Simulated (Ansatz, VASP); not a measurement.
One calculation of Al2Cu, two programs

```xyz
3
Lattice="-2.0446 2.0446 2.6890 2.0446 -2.0446 2.6890 2.0446 2.0446 -2.6890" Properties=species:S:1:pos:R:3 pbc="T T T"
Al    0.0000    2.0446    1.2887
Al    2.0446    0.0000    1.4003
Cu    0.0000    0.0000    2.6890
```

Change from the starting cell: mode 9 frozen in at -0.060 Å, normal strain along z -0.0700.

Alike in both runs: task single point; functional PBE; k mesh 14 × 14 × 14; occupations gaussian, width 0.15 eV; no spin polarisation.

|  | VASP | Ansatz |
| --- | --- | --- |
| version | VASP 6.6.1 | Ansatz 0.2.0 |
| potentials or method | VASP PAW PBE potentials, release 64 (Al, Cu), cutoff 520 eV | scalar-relativistic, plane waves, PAW |
| valence electrons in the cell | 17 | 25 |

VASP gave:

* gap on the k mesh at the Fermi level (eV): none
* pressure (GPa): 9.3
* traceless stress, the component that is largest in VASP (GPa): 6.81
* rms of the force components (eV/Å): 0.384

Task: What did Ansatz give for the same quantities?

Result: gap on the k mesh at the Fermi level (eV): none; pressure (GPa): 9.0; traceless stress, the component that is largest in VASP (GPa): 6.84; rms of the force components (eV/Å): 0.384.

Atom by atom the forces differ by 0.000 eV/Å (rms over components). A gap of «none» marks a metal or a gap that the smearing closes. VASP's potentials hold 17 valence electrons a cell and Ansatz's 25, so a difference there can come from the potentials and not from the codes.
